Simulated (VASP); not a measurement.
# Si2I (Fd-3m) in VASP: a series of runs

Runs on Si2I. Level: PBE. Tasks: single point.

Program: VASP 6.6.1. These are calculated values, not measurements. Logs are shortened: lines on timing, memory, paths and dates and some standing lists are left out, and cuts for length are marked.

## Step 1: The cell of the first run

Symmetry: Fd-3m, No. 227, cubic system. Conventional cell: a = 8.016 Å, b = 8.016 Å, c = 8.016 Å, α = 90.00°, β = 90.00°, γ = 90.00°. Si (site symmetry -3m) has 6 Si at 2.83 Å and 6 I at 3.32 Å within 3.7 Å. Within 4.4 Å of I (site symmetry -43m) lie 12 Si at 3.32 Å and 4 I at 3.47 Å.

## Step 2: Single point, PBE

The input, INCAR:

```
SYSTEM = Si2I
  PREC = Accurate
  ENCUT = 520
  EDIFF = 1E-7
  ISMEAR = 0
  SIGMA = 0.1
  LREAL = .False.
  LASPH = .True.
  NELM = 100
  ALGO = Normal
  ISIF = 2
  LWAVE = .False.
  LCHARG = .True.
  GGA = PE
  LELF = .True.
  LVHAR = .True.
  NBANDS = 24
```

The input, KPOINTS:

```
Automatic mesh
0
Gamma
  4 4 4
  0 0 0
```

The input, POSCAR:

```
Si2I
1.0
    0.0000000000      4.0082419123      4.0082419123
    4.0082419123      0.0000000000      4.0082419123
    4.0082419123      4.0082419123      0.0000000000
Si I
4 2
Direct
    0.6250000000      0.6250000000      0.1250000000
    0.6250000000      0.1250000000      0.6250000000
    0.6250000000      0.6250000000      0.6250000000
    0.1250000000      0.6250000000      0.6250000000
    0.2500000000      0.2500000000      0.2500000000
    0.0000000000      0.0000000000      0.0000000000
```

Potentials or basis: VASP PAW PBE potentials, release 64 (Si, I).

Launch:

```console
> cat potpaw_PBE.64/Si/POTCAR potpaw_PBE.64/I/POTCAR > POTCAR
> mpirun -np 1 vasp_std > vasp.out
```

OUTCAR:

```text
SYSTEM = Si2I
   PREC = Accurate
   ENCUT = 520
   EDIFF = 1E-7
   ISMEAR = 0
   LREAL = .False.
   LASPH = .True.
   NELM = 100
   ISIF = 2
   GGA = PE

 ion  position               nearest neighbor table
   1  0.625  0.625  0.125-   3 2.83   2 2.83   3 2.83   4 2.83   2 2.83   4 2.83   6 3.32   5 3.32
                             5 3.32   6 3.32   5 3.32   6 3.32
   2  0.625  0.125  0.625-   3 2.83   1 2.83   1 2.83   3 2.83   4 2.83   4 2.83   6 3.32   5 3.32
                             5 3.32   6 3.32   5 3.32   6 3.32
   3  0.625  0.625  0.625-   1 2.83   2 2.83   4 2.83   1 2.83   2 2.83   4 2.83   5 3.32   6 3.32
                             5 3.32   6 3.32   5 3.32   6 3.32
   4  0.125  0.625  0.625-   3 2.83   1 2.83   2 2.83   1 2.83   2 2.83   3 2.83   6 3.32   5 3.32
                             6 3.32   5 3.32   6 3.32   5 3.32
   5  0.250  0.250  0.250-   1 3.32   2 3.32   4 3.32   3 3.32   3 3.32   3 3.32   1 3.32   2 3.32
                             4 3.32   1 3.32   2 3.32   4 3.32   6 3.47   6 3.47   6 3.47   6 3.47
   6  0.000  0.000  0.000-   3 3.32   3 3.32   3 3.32   1 3.32   2 3.32   4 3.32   2 3.32   1 3.32
                             4 3.32   1 3.32   2 3.32   4 3.32   5 3.47   5 3.47   5 3.47   5 3.47

  LATTYP: Found a face centered cubic cell.
 ALAT       =     8.0164838246

  Lattice vectors:

 A1 = (   0.0000000000,   4.0082419123,   4.0082419123)
 A2 = (   4.0082419123,   0.0000000000,   4.0082419123)
 A3 = (   4.0082419123,   4.0082419123,   0.0000000000)

Analysis of symmetry for initial positions (statically):
=====================================================================
 Subroutine PRICEL returns:
 Original cell was already a primitive cell.

 Routine SETGRP: Setting up the symmetry group for a
 face centered cubic supercell.

 Subroutine GETGRP returns: Found 48 space group operations
 (whereof 24 operations were pure point group operations)
 out of a pool of 48 trial point group operations.

The static configuration has the point symmetry T_d .
 The point group associated with its full space group is O_h .

Analysis of symmetry for dynamics (positions and initial velocities):
=====================================================================
 Subroutine PRICEL returns:
 Original cell was already a primitive cell.

 Routine SETGRP: Setting up the symmetry group for a
 face centered cubic supercell.

 Subroutine GETGRP returns: Found 48 space group operations
 (whereof 24 operations were pure point group operations)
 out of a pool of 48 trial point group operations.

The dynamic configuration has the point symmetry T_d .
 The point group associated with its full space group is O_h .

[... 94 lines left out ...]
   NFREE  =      0    steps in history (QN), initial steepest desc. (CG)
   ISIF   =      2    stress and relaxation
   ISYM   =      2    0-nonsym 1-usesym 2-fastsym
   POTIM  = 0.5000    time-step for ionic-motion
   TEBEG  =    0.0;   TEEND  =   0.0 temperature during run
   PSTRESS=    0.0 pullay stress
   NELECT =      30.0000    total number of electrons
   NUPDOWN=      -1.0000    fix difference up-down
   EMIN   =  10.00;   EMAX   =-10.00  energy-range for DOS
   EFERMI =   0.00;   METHOD = LEGACY
   ISMEAR =     0;   SIGMA  =   0.10  broadening in eV -4-tet -1-fermi 0-gaus
   EFERMI_NEDOS =   21; number of points for ismear=-14 and -15
   IALGO  =     38    algorithm
   IMIX   =      4    mixing-type and parameters
     AMIX     =   0.40;   BMIX     =  1.00
     AMIX_MAG =   1.60;   BMIX_MAG =  1.00
  volume/ion in A,a.u.               =      21.47       144.86
  Fermi-wavevector in a.u.,A,eV,Ry     =   1.007283  1.903488 13.804719  1.014618
  Thomas-Fermi vector in A             =   2.140078
   LORBIT       =      0    0 simple, 1 ext, 2 COOP (PROOUT), +10 PAW based schemes
   GGA     = PE    functional components
   LHFCALC =     F    Hartree Fock is set to
   AEXX    =    0.0000 exact exchange contribution
   IVDW    =     0    specifies the selected vdW correction
   LEPSILON=     F    determine dielectric tensor
   LRPA    =     F    only Hartree local field effects (RPA)
 non-spin polarized calculation
 Gauss-broadening in eV      SIGMA  =   0.10
  energy-cutoff  :      520.00
  volume of cell :      128.79
 maximum number of plane-waves:      3490
   NGX = 21   NGY = 21   NGZ = 21

 number of electron      30.0000001 magnetization

 Free energy of the ion-electron system (eV)
  ---------------------------------------------------
  ext. energy  EPLUGINS =         0.00000000
  ---------------------------------------------------
  free energy    TOTEN  =       -20.01610091 eV

  energy without entropy =      -20.01163699  energy(sigma->0) =      -20.01386895

 E-fermi :   7.8237     XC(G=0): -10.2510

 val. band max:        7.4749997766   @ k =   0.5000   0.2500   0.0000
 cond. band min:       7.9326079278   @ k =  -0.2500   0.2500   0.0000
 fundamental gap:      0.4576081512
 Fermi energy:         7.8237382184

 k-point     1 :       0.0000    0.0000    0.0000
  band No.  band energies     occupation
      1      -6.9740      2.00000
      2      -4.7258      2.00000
      3      -1.8063      2.00000
      4       2.0418      2.00000
      5       2.0418      2.00000
      6       2.0418      2.00000
[... 205 lines left out ...]
     23      11.6234      0.00000
     24      11.6234      0.00000

------------------------ aborting loop because EDIFF is reached ----------------------------------------

  FORCE on cell =-STRESS in cart. coord.  units (eV):
  Direction    XX          YY          ZZ          XY          YZ          ZX
  --------------------------------------------------------------------------------------
  -------------------------------------------------------------------------------------
  Total       -0.1688603     -0.1688603     -0.1688603      0.0000000      0.0000000     -0.0000000
  in kB       -2.1006147     -2.1006147     -2.1006147      0.0000000      0.0000000     -0.0000000
  external PRESSURE =      -2.1006147 kB  Pullay stress =       0.0000000 kB

 VOLUME and BASIS-vectors are now :
 -----------------------------------------------------------------------------
  energy-cutoff  :      520.00
  volume of cell :      128.79
      direct lattice vectors                 reciprocal lattice vectors
     0.000000000  4.008241912  4.008241912    -0.124742970  0.124742970  0.124742970
     4.008241912  0.000000000  4.008241912     0.124742970 -0.124742970  0.124742970
     4.008241912  4.008241912  0.000000000     0.124742970  0.124742970 -0.124742970

 POSITION                                       TOTAL-FORCE (eV/Angst)
 -----------------------------------------------------------------------------------
      3.00618      3.00618      5.01030        -0.000000     -0.000000     -0.000000
      3.00618      5.01030      3.00618        -0.000000     -0.000000     -0.000000
      5.01030      5.01030      5.01030        -0.000000     -0.000000     -0.000000
      5.01030      3.00618      3.00618        -0.000000     -0.000000     -0.000000
      2.00412      2.00412      2.00412         0.000000      0.000000      0.000000
      0.00000      0.00000      0.00000        -0.000000     -0.000000     -0.000000
 -----------------------------------------------------------------------------------
    total drift:                               -0.000000     -0.000000      0.000000

  FREE ENERGIE OF THE ION-ELECTRON SYSTEM (eV)
  ---------------------------------------------------
  free  energy   TOTEN  =       -20.0161009127 eV

  energy  without entropy=      -20.0116369918  energy(sigma->0) =      -20.01386895
```

OSZICAR:

```text
N       E                     dE             d eps       ncg     rms          rms(c)
DAV:   1     0.893327092950E+02    0.89333E+02   -0.11765E+04   384   0.104E+03
DAV:   2    -0.140075213733E+02   -0.10334E+03   -0.96680E+02   496   0.154E+02
DAV:   3    -0.202094803222E+02   -0.62020E+01   -0.60656E+01   496   0.350E+01
DAV:   4    -0.203011493167E+02   -0.91669E-01   -0.91626E-01   464   0.552E+00
DAV:   5    -0.203028704252E+02   -0.17211E-02   -0.17211E-02   504   0.742E-01    0.101E+01
DAV:   6    -0.200405697059E+02    0.26230E+00   -0.50032E-01   504   0.309E+00    0.609E+00
DAV:   7    -0.200184312161E+02    0.22138E-01   -0.18856E-01   496   0.165E+00    0.279E+00
DAV:   8    -0.200168036785E+02    0.16275E-02   -0.21507E-02   440   0.672E-01    0.472E-01
DAV:   9    -0.200161823933E+02    0.62129E-03   -0.27485E-03   472   0.280E-01    0.248E-01
DAV:  10    -0.200161100347E+02    0.72359E-04   -0.30124E-04   504   0.851E-02    0.120E-01
DAV:  11    -0.200160986409E+02    0.11394E-04   -0.81820E-05   488   0.387E-02    0.152E-02
DAV:  12    -0.200161005325E+02   -0.18916E-05   -0.17767E-05   464   0.178E-02    0.136E-02
DAV:  13    -0.200161009690E+02   -0.43651E-06   -0.84468E-07   496   0.450E-03    0.142E-02
DAV:  14    -0.200161008354E+02    0.13364E-06   -0.28932E-07   368   0.287E-03    0.490E-03
DAV:  15    -0.200161009127E+02   -0.77274E-07   -0.16156E-07   304   0.163E-03
   1 F= -.20016101E+02 E0= -.20013869E+02  d E =-.446392E-02
```

Wall time 28 s (1 thread of Intel Xeon Platinum 8488C (Sapphire Rapids), shared host); peak memory 0.25 GiB.

Results:

| Quantity | Value |
| --- | --- |
| Free energy | -20.0161 eV |
| Pressure | -0.2 GPa |
| Band gap on the k mesh | zero (band 15 reaches 7.95 eV, above the bottom of band 16 at 7.07 eV) |

Caveat: spin-orbit coupling is left out, which moves the levels of the heavy elements.

## Step 3: Single point, PBE

This run uses another cell than the first one, of 23.73 Å³/atom, 1.106 times its volume.

The input, INCAR:

```
PREC     = Accurate       # precision mode
ENCUT    = 520            # plane-wave cutoff, eV
EDIFF    = 1E-6           # SCF threshold, eV
ISMEAR   = 0              # smearing method
SIGMA    = 0.1            # smearing width, eV
LREAL    = False          # projectors in reciprocal space
LASPH    = True           # aspherical terms in the spheres
NELM     = 80             # most SCF steps
ALGO     = Normal         # electronic algorithm
ISIF     = 2              # what is computed and relaxed
LWAVE    = False          # write WAVECAR
LCHARG   = False          # write CHGCAR
GGA      = PE             # functional
NBANDS   = 24             # bands
```

The input, KPOINTS:

```
Automatic mesh
0
Gamma
  4 4 4
```

POSCAR: that of step 2 with these lines changed.

```diff
@@ -2,5 +2,5 @@
 1.0
-    0.0000000000      4.0082419123      4.0082419123
-    4.0082419123      0.0000000000      4.0082419123
-    4.0082419123      4.0082419123      0.0000000000
+    0.0000000000      4.1445494300      4.1445494300
+    4.1445494300      0.0000000000      4.1445494300
+    4.1445494300      4.1445494300      0.0000000000
 Si I
```

Potentials or basis: VASP PAW PBE potentials, release 64 (Si, I).

Launch:

```console
> cat potpaw_PBE.64/Si/POTCAR potpaw_PBE.64/I/POTCAR > POTCAR
> mpirun -np 1 vasp_std > vasp.out
```

Wall time 25 s (1 thread of Intel Xeon Platinum 8488C (Sapphire Rapids), shared host); peak memory 0.3 GiB.

Results (log left out):

- Free energy: -19.8101 eV
- Pressure: -4.3 GPa
- Band gap on the k mesh: zero (band 15 reaches 6.90 eV, above the bottom of band 16 at 5.90 eV)

Levels at points of the mesh, in eV from the Fermi level:
| k point | band 11 | band 12 | band 13 | band 14 | band 15 | band 16 | band 17 | band 18 | band 19 | band 20 |
| --- | --- | --- | --- | --- | --- | --- | --- | --- | --- | --- |
| (0.00, 0.00, 0.00) | -3.80 | -3.80 | -3.80 | -1.57 | -1.57 | 0.94 | 0.94 | 0.94 | 4.76 | 4.76 |
| (0.50, 0.00, 0.00) | -2.35 | -2.35 | -0.89 | -0.69 | -0.69 | 1.05 | 1.47 | 1.47 | 1.58 | 2.15 |
| (0.50, 0.50, 0.00) | -1.82 | -1.82 | -1.13 | -1.13 | 0.33 | 0.33 | 0.49 | 0.49 | 0.96 | 0.96 |

Caveat: spin-orbit coupling is left out, which moves the levels of the heavy elements.
